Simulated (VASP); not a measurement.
# Ba2ZnC2 (I4/mmm) in VASP: notebook

The runs below take Ba2ZnC2 through single point, with r2SCAN.

Program: VASP 6.6.1. These are calculated values, not measurements. Logs are shortened: lines on timing, memory, paths and dates and some standing lists are left out, and cuts for length are marked.

### Step 1. The cell of the first run

Symmetry: I4/mmm, No. 139, tetragonal system. The conventional cell has a = 4.100 Å, b = 4.100 Å, c = 12.892 Å, α = 90.00°, β = 90.00°, γ = 90.00°. Within 3.6 Å of Ba (site symmetry 4mm) lie 5 C at 2.62 to 2.91 Å and 4 Zn at 3.53 Å. Zn (site symmetry 4/mmm) has 2 C at 1.82 Å within 2.4 Å. Within 2.4 Å of C (site symmetry 4mm) lie 1 Zn at 1.82 Å.

### Step 2. Single point, r2SCAN

POSCAR

```
Ba2ZnC2
1.0
    0.0000000000      4.1000710000      0.0000000000
    4.1000710000      0.0000000000      0.0000000000
    2.0500350000      2.0500350000     -6.4458600000
Ba Zn C
2 1 2
Direct
    0.3443000000      0.3443000000      0.3114000000
    0.6557000000      0.6557000000      0.6886000000
    0.0000000000      0.0000000000      0.0000000000
    0.1411000000      0.1411000000      0.7178000000
    0.8589000000      0.8589000000      0.2822000000
```

INCAR.step1

```
ALGO = Normal
EDIFF = 1E-4
ENCUT = 520
GGA = PE
ISMEAR = -1
LASPH = T
LCHARG = F
LREAL = F
LWAVE = T
NBANDS = 28
NELM = 100
PREC = Accurate
SIGMA = 0.1
```

INCAR.step2

```
ALGO = Normal
EDIFF = 1E-6
ENCUT = 520
ISIF = 2
ISMEAR = -1
ISTART = 1
LASPH = T
LCHARG = F
LMIXTAU = T
LREAL = F
LWAVE = F
METAGGA = R2SCAN
NBANDS = 28
NELM = 100
PREC = Accurate
SIGMA = 0.1
```

KPOINTS

```
k-points
0
Gamma
  5 5 5
```

Potentials or basis: VASP PAW PBE potentials, release 64 (Ba_sv, Zn, C).

Launch:

```console
$ cat potpaw_PBE.64/Ba_sv/POTCAR potpaw_PBE.64/Zn/POTCAR potpaw_PBE.64/C/POTCAR > POTCAR
$ cp INCAR.step1 INCAR
$ mpirun -np 1 vasp_std > vasp.out
$ cp INCAR.step2 INCAR
$ mpirun -np 1 vasp_std > vasp.out
```

OUTCAR:

```text
EDIFF = 1E-6
   ENCUT = 520
   ISIF = 2
   ISMEAR = -1
   ISTART = 1
   LASPH = T
   LREAL = F
   METAGGA = R2SCAN
   NELM = 100
   PREC = Accurate

 ion  position               nearest neighbor table
   1  0.344  0.344  0.311-   4 2.62   5 2.91   5 2.91   5 2.91   5 2.91   3 3.53   3 3.53   3 3.53
                             3 3.53   2 3.78   2 3.78   2 3.78   2 3.78   2 4.01
   2  0.656  0.656  0.689-   5 2.62   4 2.91   4 2.91   4 2.91   4 2.91   3 3.53   3 3.53   3 3.53
                             3 3.53   1 3.78   1 3.78   1 3.78   1 3.78   1 4.01
   3  0.000  0.000  0.000-   4 1.82   5 1.82   1 3.53   2 3.53   2 3.53   2 3.53   1 3.53   1 3.53
                             2 3.53   1 3.53
   4  0.141  0.141  0.718-   3 1.82   1 2.62   2 2.91   2 2.91   2 2.91   2 2.91
   5  0.859  0.859  0.282-   3 1.82   2 2.62   1 2.91   1 2.91   1 2.91   1 2.91

  LATTYP: Found a body centered tetragonal cell.
 ALAT       =     4.1000710000
 C/A-ratio  =     3.1442675017

  Lattice vectors:

 A1 = (  -2.0500350000,   2.0500360000,   6.4458600000)
 A2 = (   2.0500360000,  -2.0500350000,   6.4458600000)
 A3 = (   2.0500350000,   2.0500350000,  -6.4458600000)

Analysis of symmetry for initial positions (statically):
=====================================================================
 Subroutine PRICEL returns:
 Original cell was already a primitive cell.

 Routine SETGRP: Setting up the symmetry group for a
 body centered tetragonal supercell.

 Subroutine GETGRP returns: Found 16 space group operations
 (whereof 16 operations were pure point group operations)
 out of a pool of 16 trial point group operations.

The static configuration has the point symmetry D_4h.

Analysis of symmetry for dynamics (positions and initial velocities):
=====================================================================
 Subroutine PRICEL returns:
 Original cell was already a primitive cell.

 Routine SETGRP: Setting up the symmetry group for a
 body centered tetragonal supercell.

 Subroutine GETGRP returns: Found 16 space group operations
 (whereof 16 operations were pure point group operations)
 out of a pool of 16 trial point group operations.

The dynamic configuration has the point symmetry D_4h.

 Subroutine INISYM returns: Found 16 space group operations
 (whereof 16 operations are pure point group operations),
 and found     1 'primitive' translations

----------------------------------------------------------------------------------------

                                     Primitive cell

  volume of cell :     108.3587

  direct lattice vectors                    reciprocal lattice vectors
     0.000000000  4.100071000  0.000000000     0.000000000  0.243898215  0.077569150
     4.100071000  0.000000000  0.000000000     0.243898215  0.000000000  0.077569150
     2.050035000  2.050035000 -6.445860000     0.000000000  0.000000000 -0.155138337

  length of vectors
     4.100071000  4.100071000  7.067842538     0.255936149  0.255936149  0.155138337

  position of ions in fractional coordinates (direct lattice)
     0.344300000  0.344300000  0.311400000
     0.655700000  0.655700000  0.688600000
     0.000000000  0.000000000  0.000000000
     0.141100000  0.141100000  0.717800000
     0.858900000  0.858900000  0.282200000

  ion indices of the primitive-cell ions
   primitive index   ion index
                 1           1
                 2           2
                 3           3
                 4           4
                 5           5

----------------------------------------------------------------------------------------

 KPOINTS: k-points

Automatic generation of k-mesh.
 Grid dimensions read from file:
 generate k-points for:    5    5    5

 Generating k-lattice:

  Cartesian coordinates                     Fractional coordinates (reciprocal lattice)
     0.000000000  0.048779643  0.015513830     0.200000000  0.000000000  0.000000000
     0.048779643  0.000000000  0.015513830     0.000000000  0.200000000  0.000000000
     0.000000000  0.000000000 -0.031027667     0.000000000  0.000000000  0.200000000

  Length of vectors
     0.051187230  0.051187230  0.031027667

  Shift w.r.t. Gamma in fractional coordinates (k-lattice)
     0.000000000  0.000000000  0.000000000

 Subroutine IBZKPT returns following result:
 ===========================================

 Found     18 irreducible k-points:

 Following reciprocal coordinates:
            Coordinates               Weight
  0.000000  0.000000  0.000000      1.000000
  0.200000  0.000000  0.000000      8.000000
  0.400000  0.000000  0.000000      8.000000
  0.200000  0.200000  0.000000      8.000000
  0.400000  0.200000  0.000000     16.000000
 -0.400000  0.200000 -0.000000     16.000000
[... 10 lines left out ...]
  0.000000  0.000000  0.400000      2.000000
 -0.200000  0.000000  0.400000      4.000000
   k-points           NKPTS =     18   k-points in BZ     NKDIM =     18   number of bands    NBANDS=     28
   number of dos      NEDOS =    301   number of ions     NIONS =      5
   total plane-waves  NPLWV =  48600
   dimension x,y,z NGX =    30 NGY =   30 NGZ =   54
   dimension x,y,z NGXF=    60 NGYF=   60 NGZF=  108
   ions per type =               2   1   2
   NGX,Y,Z   is equivalent  to a cutoff of  12.16, 12.16, 12.70 a.u.
   NGXF,Y,Z  is equivalent  to a cutoff of  24.33, 24.33, 25.40 a.u.
 SYSTEM =  unknown system
   PREC   = accura    normal or accurate (medium, high low for compatibility)
   ISTART =      1    job   : 0-new  1-cont  2-samecut
   ICHARG =      0    charge: 1-file 2-atom 10-const
   ISPIN  =      1    spin polarized calculation?
   LNONCOLLINEAR =      F non collinear calculations
   LSORBIT =      F    spin-orbit coupling
   LASPH  =      T    aspherical Exc in radial PAW
   ENCUT  =  520.0 eV  38.22 Ry    6.18 a.u.   7.62  7.62 13.14*2*pi/ulx,y,z
   NELM   =    100;   NELMIN=  2; NELMDL=  0     # of ELM steps
   EDIFF  = 0.1E-05   stopping-criterion for ELM
   LREAL  =      F    real-space projection
   EDIFFG = 0.1E-04   stopping-criterion for IOM
   NSW    =      0    number of steps for IOM
   IBRION =     -1    ionic relax: 0-MD 1-quasi-New 2-CG
   NFREE  =      0    steps in history (QN), initial steepest desc. (CG)
   ISIF   =      2    stress and relaxation
   ISYM   =      2    0-nonsym 1-usesym 2-fastsym
   POTIM  = 0.5000    time-step for ionic-motion
   TEBEG  =    0.0;   TEEND  =   0.0 temperature during run
   PSTRESS=    0.0 pullay stress
   NELECT =      40.0000    total number of electrons
   NUPDOWN=      -1.0000    fix difference up-down
   EMIN   =  10.00;   EMAX   =-10.00  energy-range for DOS
   EFERMI =   0.00;   METHOD = LEGACY
   ISMEAR =    -1;   SIGMA  =   0.10  broadening in eV -4-tet -1-fermi 0-gaus
   EFERMI_NEDOS =   21; number of points for ismear=-14 and -15
   IALGO  =     38    algorithm
   IMIX   =      4    mixing-type and parameters
     AMIX     =   0.40;   BMIX     =  1.00
     AMIX_MAG =   1.60;   BMIX_MAG =  1.00
  volume/ion in A,a.u.               =      21.67       146.25
  Fermi-wavevector in a.u.,A,eV,Ry     =   1.174375  2.219248 18.764579  1.379158
  Thomas-Fermi vector in A             =   2.310773
   LORBIT       =      0    0 simple, 1 ext, 2 COOP (PROOUT), +10 PAW based schemes
   METAGGA = R2SCAN    functional components
   LHFCALC =     F    Hartree Fock is set to
   AEXX    =    0.0000 exact exchange contribution
   IVDW    =     0    specifies the selected vdW correction
   LEPSILON=     F    determine dielectric tensor
   LRPA    =     F    only Hartree local field effects (RPA)
 non-spin polarized calculation
  energy-cutoff  :      520.00
  volume of cell :      108.36
 maximum number of plane-waves:      2936
   NGX = 15   NGY = 15   NGZ = 27

 number of electron      39.9999986 magnetization

 Free energy of the ion-electron system (eV)
  ---------------------------------------------------
  ext. energy  EPLUGINS =         0.00000000
  ---------------------------------------------------
  free energy    TOTEN  =       -78.07039637 eV

  energy without entropy =      -77.97527116  energy(sigma->0) =      -78.02283376

 E-fermi :   2.6343     XC(G=0): -10.2682

 val. band max:        2.6168272099   @ k =   0.2000   0.0000   0.0000
 cond. band min:       2.6347625741   @ k =  -0.2000  -0.4000   0.2000
 fundamental gap:      0.0179353642
 Fermi energy:         2.6342993679

 k-point     1 :       0.0000    0.0000    0.0000
  band No.  band energies     occupation
      1     -25.1677      2.00000
      2     -24.9042      2.00000
      3     -10.8206      2.00000
      4      -9.9632      2.00000
      5      -9.9616      2.00000
      6      -9.9616      2.00000
[... 20 lines left out ...]
     27       7.5090      0.00000
     28       7.9921      0.00000

 k-point     2 :       0.2000    0.0000    0.0000
  band No.  band energies     occupation
      1     -25.1258      2.00000
      2     -24.9113      2.00000
      3     -10.8600      2.00000
      4     -10.6339      2.00000
      5      -9.9279      2.00000
      6      -9.8780      2.00000
[... 20 lines left out ...]
     27       8.1845      0.00000
     28       8.7424      0.00000

 k-point     3 :       0.4000    0.0000    0.0000
  band No.  band energies     occupation
      1     -25.0333      2.00000
      2     -24.9469      2.00000
      3     -11.1822      2.00000
      4     -11.1253      2.00000
      5      -9.9385      2.00000
      6      -9.6946      2.00000
[... 20 lines left out ...]
     27       8.8073      0.00000
     28       8.8479      0.00000

 k-point     4 :       0.2000    0.2000    0.0000
  band No.  band energies     occupation
      1     -25.0845      2.00000
      2     -24.9187      2.00000
      3     -10.8432      2.00000
      4     -10.7052      2.00000
      5     -10.2194      2.00000
      6      -9.9009      2.00000
[... 392 lines left out ...]
     27       8.1639      0.00000
     28       8.7367      0.00000

 k-point    17 :       0.0000    0.0000    0.4000
  band No.  band energies     occupation
      1     -25.1418      2.00000
      2     -24.9321      2.00000
      3     -10.5830      2.00000
      4     -10.3538      2.00000
      5      -9.9887      2.00000
      6      -9.9887      2.00000
[... 20 lines left out ...]
     27       7.5676      0.00000
     28       8.0929      0.00000

 k-point    18 :      -0.2000    0.0000    0.4000
  band No.  band energies     occupation
      1     -25.0995      2.00000
      2     -24.9392      2.00000
      3     -10.8840      2.00000
      4     -10.6361      2.00000
      5      -9.9069      2.00000
      6      -9.8218      2.00000
[... 20 lines left out ...]
     27       8.7530      0.00000
     28       9.4374      0.00000

------------------------ aborting loop because EDIFF is reached ----------------------------------------

  FORCE on cell =-STRESS in cart. coord.  units (eV):
  Direction    XX          YY          ZZ          XY          YZ          ZX
  --------------------------------------------------------------------------------------
  -------------------------------------------------------------------------------------
  Total        3.6825696      3.6825696     11.0584177      0.0000000      0.0000009      0.0000009
  in kB       54.4500055     54.4500055    163.5083556      0.0000000      0.0000127      0.0000127
  external PRESSURE =      90.8027889 kB  Pullay stress =       0.0000000 kB

 VOLUME and BASIS-vectors are now :
 -----------------------------------------------------------------------------
  energy-cutoff  :      520.00
  volume of cell :      108.36
      direct lattice vectors                 reciprocal lattice vectors
     0.000000000  4.100071000  0.000000000     0.000000000  0.243898215  0.077569150
     4.100071000  0.000000000  0.000000000     0.243898215  0.000000000  0.077569150
     2.050035000  2.050035000 -6.445860000     0.000000000  0.000000000 -0.155138337

 POSITION                                       TOTAL-FORCE (eV/Angst)
 -----------------------------------------------------------------------------------
      2.05004      2.05004     -2.00724         0.000000      0.000000      1.212317
      4.10007      4.10007     -4.43862        -0.000000     -0.000000     -1.212317
      0.00000      0.00000      0.00000        -0.000000     -0.000000     -0.000000
      2.05004      2.05004     -4.62684        -0.000000     -0.000000     -0.398242
      4.10007      4.10007     -1.81902         0.000000      0.000000      0.398242
 -----------------------------------------------------------------------------------
    total drift:                                0.000000      0.000000      0.000000

  FREE ENERGIE OF THE ION-ELECTRON SYSTEM (eV)
  ---------------------------------------------------
  free  energy   TOTEN  =       -78.0703963670 eV

  energy  without entropy=      -77.9752711571  energy(sigma->0) =      -78.02283376
```

Run time: 1.8 min. Hardware: 1 thread of Intel Xeon 6975P-C (Granite Rapids), shared host; peak memory 0.25 GiB.

What came out:

* Free energy: -78.0704 eV
* Pressure: 9.1 GPa
* Largest force: 1.212 eV/Å
* Band gap on the k mesh: zero (bands 20 and 21 overlap by 1.63 eV)

Forces in eV/Å, atoms in the order of the input:
```
Ba   0.000  0.000  1.212
Ba   0.000  0.000 -1.212
Zn   0.000  0.000  0.000
C    0.000  0.000 -0.398
C    0.000  0.000  0.398
```

Stress tensor (GPa, compression positive):
```
 5.45  0.00  0.00
 0.00  5.45  0.00
 0.00  0.00 16.35
```

Caveat: the stress differs along the axes, from 5 to 16 GPa; the PAW data sets were made with another functional, which shifts forces and pressure a little; spin-orbit coupling is left out, which moves the levels of the heavy elements.

### Step 3. Single point, r2SCAN

POSCAR is that of step 2.

INCAR.step1

```
SYSTEM = Ba2ZnC2
ALGO = Normal
EDIFF = 1E-4
ENCUT = 520
GGA = PE
ISMEAR = 1
LASPH = .TRUE.
LCHARG = .FALSE.
LREAL = .FALSE.
LWAVE = .TRUE.
NBANDS = 28
NELM = 80
PREC = Accurate
SIGMA = 0.15
```

INCAR.step2

```
SYSTEM = Ba2ZnC2
ALGO = Normal
EDIFF = 1E-6
ENCUT = 520
ISIF = 2
ISMEAR = 1
ISTART = 1
LASPH = .TRUE.
LCHARG = .FALSE.
LMIXTAU = .TRUE.
LREAL = .FALSE.
LWAVE = .FALSE.
METAGGA = R2SCAN
NBANDS = 28
NELM = 80
PREC = Accurate
SIGMA = 0.15
```

KPOINTS

```
k-points
0
G
  5 5 5
  0 0 0
```

Potentials or basis: VASP PAW PBE potentials, release 64 (Ba_sv, Zn, C).

Launch:

```console
$ cat potpaw_PBE.64/Ba_sv/POTCAR potpaw_PBE.64/Zn/POTCAR potpaw_PBE.64/C/POTCAR > POTCAR
$ cp INCAR.step1 INCAR
$ mpirun -np 1 vasp_std > vasp.out
$ cp INCAR.step2 INCAR
$ mpirun -np 1 vasp_std > vasp.out
```

It took 93 s on 1 thread of Intel Xeon 6975P-C (Granite Rapids), shared host; peak memory 0.25 GiB.

Results (log left out):

- Free energy: -78.0155 eV
- Pressure: 9.0 GPa
- Largest force: 1.189 eV/Å
- Band gap on the k mesh: zero (bands 20 and 21 overlap by 1.63 eV)

Forces on the atoms (eV/Å):
```
Ba   0.000  0.000  1.189
Ba   0.000  0.000 -1.189
Zn   0.000  0.000  0.000
C    0.000  0.000 -0.415
C    0.000  0.000  0.415
```

Stress tensor (GPa, compression positive):
```
 5.30  0.00  0.00
 0.00  5.30  0.00
 0.00  0.00 16.26
```

Levels at points of the mesh, in eV from the Fermi level:
```csv
k point,band 17,band 18,band 19,band 20,band 21,band 22,band 23,band 24
"(0.00, 0.00, 0.00)",-1.14,-0.30,-0.30,1.01,1.01,1.25,2.13,2.75
```

Caveat: the stress differs along the axes, from 5 to 16 GPa; the PAW data sets were made with another functional, which shifts forces and pressure a little; spin-orbit coupling is left out, which moves the levels of the heavy elements.

### Step 4. Single point, r2SCAN

POSCAR is that of step 3.

INCAR.step1

```
  ALGO = Normal
  EDIFF = 1E-4
  ENCUT = 520
  GGA = PE
  ISMEAR = -1
  ISYM = 0
  LASPH = True
  LCHARG = False
  LREAL = False
  LWAVE = True
  NBANDS = 28
  NELM = 100
  PREC = Accurate
  SIGMA = 0.1
```

INCAR.step2

```
  ALGO = Normal
  EDIFF = 1E-7
  ENCUT = 520
  ISIF = 2
  ISMEAR = -1
  ISTART = 1
  ISYM = 0
  LASPH = True
  LCHARG = False
  LMIXTAU = True
  LREAL = False
  LWAVE = False
  METAGGA = R2SCAN
  NBANDS = 28
  NELM = 100
  PREC = Accurate
  SIGMA = 0.1
```

KPOINTS

```
k-points
0
Gamma
  5 5 5
```

Launch:

```console
$ cat potpaw_PBE.64/Ba_sv/POTCAR potpaw_PBE.64/Zn/POTCAR potpaw_PBE.64/C/POTCAR > POTCAR
$ cp INCAR.step1 INCAR
$ mpirun -np 1 vasp_std > vasp.out
$ cp INCAR.step2 INCAR
$ mpirun -np 1 vasp_std > vasp.out
```

Run time: 6 min. Hardware: 1 thread of Intel Xeon 6975P-C (Granite Rapids), shared host; peak memory 0.35 GiB.

The run converged. Its results:

```
Free energy            : -78.0704 eV
Pressure               : 9.1 GPa
Largest force          : 1.212 eV/Å
Band gap on the k mesh : zero (bands 20 and 21 overlap by 1.63 eV)
```

Forces on the atoms (eV/Å):
```
Ba   0.000  0.000  1.212
Ba   0.000  0.000 -1.212
Zn   0.000  0.000  0.000
C    0.000  0.000 -0.398
C    0.000  0.000  0.398
```

Stress tensor (GPa, compression positive):
```
 5.45  0.00  0.00
 0.00  5.45  0.00
 0.00  0.00 16.35
```

Levels at points of the mesh, in eV from the Fermi level:
| k point | band 17 | band 18 | band 19 | band 20 | band 21 | band 22 | band 23 | band 24 |
| --- | --- | --- | --- | --- | --- | --- | --- | --- |
| (0.00, 0.00, 0.00) | -1.11 | -0.27 | -0.27 | 1.04 | 1.04 | 1.28 | 2.16 | 2.78 |

Caveat: the stress differs along the axes, from 5 to 16 GPa; the PAW data sets were made with another functional, which shifts forces and pressure a little; spin-orbit coupling is left out, which moves the levels of the heavy elements.

The gap in the log of VASP goes by the Fermi energy; the results here count the filled bands.